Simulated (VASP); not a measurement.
# In15GaP16 (a cell with a defect) in VASP: single point with PBE

Aim: the single point of In15GaP16 (a cell with a defect) with PBE.

All numbers are computed with VASP 6.6.1; they aren't measurements. Logs are shortened: lines on timing, memory, paths and dates and some standing lists are left out, and cuts for length are marked.

## (1) The cell of the first run

The cell holds a defect, 32 atoms: a = 10.323 Å, b = 10.323 Å, c = 10.323 Å, α = 109.47°, β = 109.47°, γ = 109.47°.

## (2) Single point, PBE

Contents of INCAR:

```
PREC = Accurate
ENCUT = 520
EDIFF = 1E-7
ISMEAR = 0
SIGMA = 0.02
LREAL = Auto
LASPH = T
NELM = 100
ALGO = Normal
ISIF = 2
LWAVE = F
LCHARG = T
GGA = PE
LELF = T
LVHAR = T
NBANDS = 166
```

Contents of KPOINTS:

```
Automatic mesh
0
Gamma
  2 2 2
```

Contents of POSCAR:

```
In15GaP16
1.0
   -5.9597880289      5.9597880289      5.9597880289
    5.9597880289     -5.9597880289      5.9597880289
    5.9597880289      5.9597880289     -5.9597880289
Ga In P
1 15 16
Direct
    0.5000000000      0.5000000000      0.0000000000
    0.5000000000      0.7483117834      0.7528248233
    0.5000000000      0.0000000000      0.5000000000
    0.7483117834      0.2528248233      0.0000000000
    0.5000000000      0.2528248233      0.2483117834
    0.7483117834      0.5000000000      0.7528248233
    0.7471751767      0.7471751767      0.4954869601
    0.0000000000      0.0000000000      0.0000000000
    0.7471751767     -0.0045130399      0.2471751767
    0.0045130399      0.2516882166      0.7516882166
    0.0000000000      0.5000000000      0.5000000000
    0.2528248233      0.7483117834      0.0000000000
   -0.0045130399      0.7471751767      0.2471751767
    0.2516882166      0.0045130399      0.7516882166
    0.2516882166      0.2516882166      0.5045130399
    0.2528248233      0.5000000000      0.2483117834
    0.2639614602      0.5000000000      0.0000000000
    0.2507442767      0.7524465333      0.7507442767
    0.2475534667     -0.0017022566      0.4982977434
    0.5000000000      0.2639614602      0.0000000000
    0.2507442767      0.2507442767      0.2524465333
    0.5000000000      0.5000000000      0.7639614602
    0.5000000000      0.7492557233      0.5017022566
    0.7492557233      0.0017022566      0.0000000000
    0.5000000000      0.0017022566      0.2492557233
    0.7524465333      0.2507442767      0.7507442767
    0.7492557233      0.5000000000      0.5017022566
    0.0017022566      0.7492557233      0.0000000000
    0.7360385398      0.7360385398      0.2360385398
   -0.0017022566     -0.0017022566      0.7475534667
   -0.0017022566      0.2475534667      0.4982977434
    0.0017022566      0.5000000000      0.2492557233
```

Potentials or basis: VASP PAW PBE potentials, release 64 (Ga_d, In_d, P).

On the command line:

```
$ cat potpaw_PBE.64/Ga_d/POTCAR potpaw_PBE.64/In_d/POTCAR potpaw_PBE.64/P/POTCAR > POTCAR
$ mpirun -np 1 vasp_std > vasp.out
```

OUTCAR:

```text
PREC = Accurate
   ENCUT = 520
   EDIFF = 1E-7
   ISMEAR = 0
   LREAL = Auto
   LASPH = T
   NELM = 100
   ISIF = 2
   GGA = PE

 ion  position               nearest neighbor table
   1  0.500  0.500  0.000-  17 2.44  20 2.44  22 2.44  29 2.44
   2  0.500  0.748  0.753-  24 2.58  18 2.58  23 2.60  22 2.60
   3  0.500  0.000  0.500-  23 2.59  25 2.59  26 2.59  19 2.59
   4  0.748  0.253  0.000-  32 2.58  26 2.58  24 2.60  20 2.60
   5  0.500  0.253  0.248-  27 2.58  21 2.58  25 2.60  20 2.60
   6  0.748  0.500  0.753-  28 2.58  26 2.58  27 2.60  22 2.60
[... 24 lines left out ...]
  31  0.998  0.248  0.498-  10 2.58  15 2.58  11 2.59   9 2.60
  32  0.002  0.500  0.249-  13 2.58   4 2.58  11 2.59  16 2.60

  LATTYP: Found a body centered cubic cell.
 ALAT       =    11.9195760578

  Lattice vectors:

 A1 = (  -5.9597880289,   5.9597880289,   5.9597880289)
 A2 = (   5.9597880289,  -5.9597880289,   5.9597880289)
 A3 = (   5.9597880289,   5.9597880289,  -5.9597880289)

Analysis of symmetry for initial positions (statically):
=====================================================================
 Subroutine PRICEL returns:
 Original cell was already a primitive cell.

 Routine SETGRP: Setting up the symmetry group for a
 body centered cubic supercell.

 Subroutine GETGRP returns: Found 24 space group operations
 (whereof  8 operations were pure point group operations)
 out of a pool of 48 trial point group operations.

The static configuration has the point symmetry D_2d.
 The point group associated with its full space group is T_d .

Analysis of symmetry for dynamics (positions and initial velocities):
=====================================================================
 Subroutine PRICEL returns:
 Original cell was already a primitive cell.

 Routine SETGRP: Setting up the symmetry group for a
 body centered cubic supercell.

 Subroutine GETGRP returns: Found 24 space group operations
 (whereof  8 operations were pure point group operations)
 out of a pool of 48 trial point group operations.

The dynamic configuration has the point symmetry D_2d.
 The point group associated with its full space group is T_d .

 Subroutine INISYM returns: Found 24 space group operations
 (whereof  8 operations are pure point group operations),
 and found     1 'primitive' translations

----------------------------------------------------------------------------------------

                                     Primitive cell

  volume of cell :     846.7446

  direct lattice vectors                    reciprocal lattice vectors
    -5.959788029  5.959788029  5.959788029     0.000000000  0.083895601  0.083895601
     5.959788029 -5.959788029  5.959788029     0.083895601  0.000000000  0.083895601
     5.959788029  5.959788029 -5.959788029     0.083895601  0.083895601  0.000000000

  length of vectors
    10.322655668 10.322655668 10.322655668     0.118646297  0.118646297  0.118646297

  position of ions in fractional coordinates (direct lattice)
     0.500000000  0.500000000  0.000000000
     0.500000000  0.748311783  0.752824823
     0.500000000  0.000000000  0.500000000
     0.748311783  0.252824823  0.000000000
     0.500000000  0.252824823  0.248311783
     0.748311783  0.500000000  0.752824823
[... 24 lines left out ...]
     0.998297743  0.247553467  0.498297743
     0.001702257  0.500000000  0.249255723

  ion indices of the primitive-cell ions
   primitive index   ion index
                 1           1
                 2           2
                 3           3
                 4           4
                 5           5
                 6           6
[... 24 lines left out ...]
                31          31
                32          32

----------------------------------------------------------------------------------------

 KPOINTS: Automatic mesh

Automatic generation of k-mesh.
 Grid dimensions read from file:
 generate k-points for:    2    2    2

 Generating k-lattice:

  Cartesian coordinates                     Fractional coordinates (reciprocal lattice)
     0.000000000  0.041947801  0.041947801     0.500000000  0.000000000  0.000000000
     0.041947801  0.000000000  0.041947801     0.000000000  0.500000000  0.000000000
     0.041947801  0.041947801  0.000000000     0.000000000  0.000000000  0.500000000

  Length of vectors
     0.059323149  0.059323149  0.059323149

  Shift w.r.t. Gamma in fractional coordinates (k-lattice)
     0.000000000  0.000000000  0.000000000

 Subroutine IBZKPT returns following result:
 ===========================================

 Found      3 irreducible k-points:

 Following reciprocal coordinates:
            Coordinates               Weight
  0.000000  0.000000  0.000000      1.000000
  0.500000  0.000000  0.000000      6.000000
  0.500000  0.500000  0.500000      1.000000
   k-points           NKPTS =      3   k-points in BZ     NKDIM =      3   number of bands    NBANDS=    166
   number of dos      NEDOS =    301   number of ions     NIONS =     32
   total plane-waves  NPLWV = 512000
   dimension x,y,z NGX =    80 NGY =   80 NGZ =   80
   dimension x,y,z NGXF=   160 NGYF=  160 NGZF=  160
   ions per type =               1  15  16
   NGX,Y,Z   is equivalent  to a cutoff of  12.88, 12.88, 12.88 a.u.
   NGXF,Y,Z  is equivalent  to a cutoff of  25.77, 25.77, 25.77 a.u.
 SYSTEM =  unknown system
   PREC   = accura    normal or accurate (medium, high low for compatibility)
   ISTART =      0    job   : 0-new  1-cont  2-samecut
   ICHARG =      2    charge: 1-file 2-atom 10-const
   ISPIN  =      1    spin polarized calculation?
   LNONCOLLINEAR =      F non collinear calculations
   LSORBIT =      F    spin-orbit coupling
   LASPH  =      T    aspherical Exc in radial PAW
   ENCUT  =  520.0 eV  38.22 Ry    6.18 a.u.  19.19 19.19 19.19*2*pi/ulx,y,z
   NELM   =    100;   NELMIN=  2; NELMDL= -5     # of ELM steps
   EDIFF  = 0.1E-06   stopping-criterion for ELM
   LREAL  =      T    real-space projection
   EDIFFG = 0.1E-05   stopping-criterion for IOM
   NSW    =      0    number of steps for IOM
   IBRION =     -1    ionic relax: 0-MD 1-quasi-New 2-CG
   NFREE  =      0    steps in history (QN), initial steepest desc. (CG)
   ISIF   =      2    stress and relaxation
   ISYM   =      2    0-nonsym 1-usesym 2-fastsym
   POTIM  = 0.5000    time-step for ionic-motion
   TEBEG  =    0.0;   TEEND  =   0.0 temperature during run
   PSTRESS=    0.0 pullay stress
   NELECT =     288.0000    total number of electrons
   NUPDOWN=      -1.0000    fix difference up-down
   EMIN   =  10.00;   EMAX   =-10.00  energy-range for DOS
   EFERMI =   0.00;   METHOD = LEGACY
   ISMEAR =     0;   SIGMA  =   0.02  broadening in eV -4-tet -1-fermi 0-gaus
   EFERMI_NEDOS =   21; number of points for ismear=-14 and -15
   IALGO  =     38    algorithm
   IMIX   =      4    mixing-type and parameters
     AMIX     =   0.40;   BMIX     =  1.00
     AMIX_MAG =   1.60;   BMIX_MAG =  1.00
  volume/ion in A,a.u.               =      26.46       178.57
  Fermi-wavevector in a.u.,A,eV,Ry     =   1.142760  2.159502 17.767839  1.305899
  Thomas-Fermi vector in A             =   2.279457
   LORBIT       =      0    0 simple, 1 ext, 2 COOP (PROOUT), +10 PAW based schemes
   GGA     = PE    functional components
   LHFCALC =     F    Hartree Fock is set to
   AEXX    =    0.0000 exact exchange contribution
   IVDW    =     0    specifies the selected vdW correction
   LEPSILON=     F    determine dielectric tensor
   LRPA    =     F    only Hartree local field effects (RPA)
 non-spin polarized calculation
 Gauss-broadening in eV      SIGMA  =   0.02
  energy-cutoff  :      520.00
  volume of cell :      846.74
 maximum number of plane-waves:     22938
 NGX is ok and might be reduce to    80
   NGX = 39   NGY = 39   NGZ = 39

 number of electron     287.9999990 magnetization

 Free energy of the ion-electron system (eV)
  ---------------------------------------------------
  ext. energy  EPLUGINS =         0.00000000
  ---------------------------------------------------
  free energy    TOTEN  =      -135.00825243 eV

  energy without entropy =     -135.00825243  energy(sigma->0) =     -135.00825243

 E-fermi :   4.6455     XC(G=0):  -9.0385

 val. band max:        4.5067531567   @ k =   0.0000   0.0000   0.0000
 cond. band min:       4.9043324554   @ k =   0.0000   0.0000   0.0000
 fundamental gap:      0.3975792987
 Fermi energy:         4.6454515158

 k-point     1 :       0.0000    0.0000    0.0000
  band No.  band energies     occupation
      1      -9.9782      2.00000
      2      -9.9782      2.00000
      3      -9.9782      2.00000
      4      -9.9016      2.00000
      5      -9.9016      2.00000
      6      -9.7187      2.00000
[... 148 lines left out ...]
    155       7.2873      0.00000
    156       7.3429      0.00000

 k-point     2 :       0.5000    0.0000    0.0000
  band No.  band energies     occupation
      1      -9.9781      2.00000
      2      -9.9781      2.00000
      3      -9.9781      2.00000
      4      -9.9016      2.00000
      5      -9.9016      2.00000
      6      -9.7035      2.00000
[... 148 lines left out ...]
    155       7.3625      0.00000
    156       7.4717      0.00000

 k-point     3 :       0.5000    0.5000    0.5000
  band No.  band energies     occupation
      1      -9.9780      2.00000
      2      -9.9780      2.00000
      3      -9.9780      2.00000
      4      -9.9016      2.00000
      5      -9.9016      2.00000
      6      -9.7001      2.00000
[... 148 lines left out ...]
    155       7.4354      0.00000
    156       7.4354      0.00000
 [bands above 156 left out]

------------------------ aborting loop because EDIFF is reached ----------------------------------------

  FORCE on cell =-STRESS in cart. coord.  units (eV):
  Direction    XX          YY          ZZ          XY          YZ          ZX
  --------------------------------------------------------------------------------------
  -------------------------------------------------------------------------------------
  Total       -5.0358891     -5.0358891     -5.0358891      0.0000000     -0.0000000     -0.0000000
  in kB       -9.5287144     -9.5287144     -9.5287144      0.0000000     -0.0000000     -0.0000000
  external PRESSURE =      -9.5287144 kB  Pullay stress =       0.0000000 kB

 VOLUME and BASIS-vectors are now :
 -----------------------------------------------------------------------------
  energy-cutoff  :      520.00
  volume of cell :      846.74
      direct lattice vectors                 reciprocal lattice vectors
    -5.959788029  5.959788029  5.959788029     0.000000000  0.083895601  0.083895601
     5.959788029 -5.959788029  5.959788029     0.083895601  0.000000000  0.083895601
     5.959788029  5.959788029 -5.959788029     0.083895601  0.083895601  0.000000000

 POSITION                                       TOTAL-FORCE (eV/Angst)
 -----------------------------------------------------------------------------------
      0.00000      0.00000      5.95979        -0.000000      0.000000     -0.000000
      5.96656      3.00679      2.95300        -0.008293     -0.008067      0.008067
      0.00000      5.95979      0.00000        -0.000000      0.000000     -0.000000
     -2.95300      2.95300      5.96656        -0.008067      0.008067     -0.008293
      0.00677      2.95300      3.00679        -0.008293      0.008067     -0.008067
      3.00679      5.96656      2.95300        -0.008067     -0.008293      0.008067
[... 24 lines left out ...]
     -1.50453      7.44403      4.45526         0.007640     -0.020128      0.007640
      4.45526     -1.48424      1.50453         0.007640      0.020128     -0.007640
 -----------------------------------------------------------------------------------
    total drift:                                0.000043      0.000043      0.000055

  FREE ENERGIE OF THE ION-ELECTRON SYSTEM (eV)
  ---------------------------------------------------
  free  energy   TOTEN  =      -135.0082524298 eV

  energy  without entropy=     -135.0082524298  energy(sigma->0) =     -135.00825243
```

Run time: 50 min. Hardware: 1 thread of Intel Xeon 8259CL, shared host; peak memory 1.1 GiB.

Results:

```
Free energy            : -135.0083 eV
Pressure               : -1.0 GPa
Largest force          : 0.023 eV/Å
Band gap on the k mesh : 0.40 eV
```

Forces in eV/Å, atoms in the order of the input:
```
Ga   0.000  0.000  0.000
In  -0.008 -0.008  0.008
In   0.000  0.000  0.000
In  -0.008  0.008 -0.008
In  -0.008  0.008 -0.008
In  -0.008 -0.008  0.008
In   0.008  0.008  0.008
In   0.000  0.000  0.000
In   0.008  0.008  0.008
In   0.008 -0.008 -0.008
In   0.000  0.000  0.000
In   0.008 -0.008 -0.008
In   0.008  0.008  0.008
In  -0.008  0.008 -0.008
In  -0.008 -0.008  0.008
In   0.008 -0.008 -0.008
P    0.006 -0.006 -0.006
P   -0.008 -0.020 -0.008
P   -0.020  0.008  0.008
P   -0.006  0.006 -0.006
P   -0.008 -0.008 -0.020
P   -0.006 -0.006  0.006
P    0.020 -0.008  0.008
P   -0.008  0.008  0.020
P    0.020  0.008 -0.008
P   -0.020 -0.008 -0.008
P   -0.008  0.020  0.008
P    0.008 -0.008  0.020
P    0.006  0.006  0.006
P    0.008  0.008 -0.020
P    0.008 -0.020  0.008
P    0.008  0.020 -0.008
```

Levels at points of the mesh, in eV from the valence-band top:
| k point | band 141 | band 142 | band 143 | band 144 | band 145 | band 146 | band 147 | band 148 |
| --- | --- | --- | --- | --- | --- | --- | --- | --- |
| (0.00, 0.00, 0.00) | -0.87 | 0.00 | 0.00 | 0.00 | 0.40 | 1.85 | 1.85 | 1.85 |
| (0.50, 0.00, 0.00) | -0.97 | -0.96 | -0.25 | -0.19 | 2.04 | 2.14 | 2.19 | 2.30 |
| (0.50, 0.50, 0.50) | -0.86 | -0.86 | -0.84 | -0.84 | 1.25 | 1.37 | 1.37 | 1.37 |

Caveat: semilocal functionals underestimate gaps, and a narrow one can read as zero; spin-orbit coupling is left out, which moves the levels of the heavy elements.
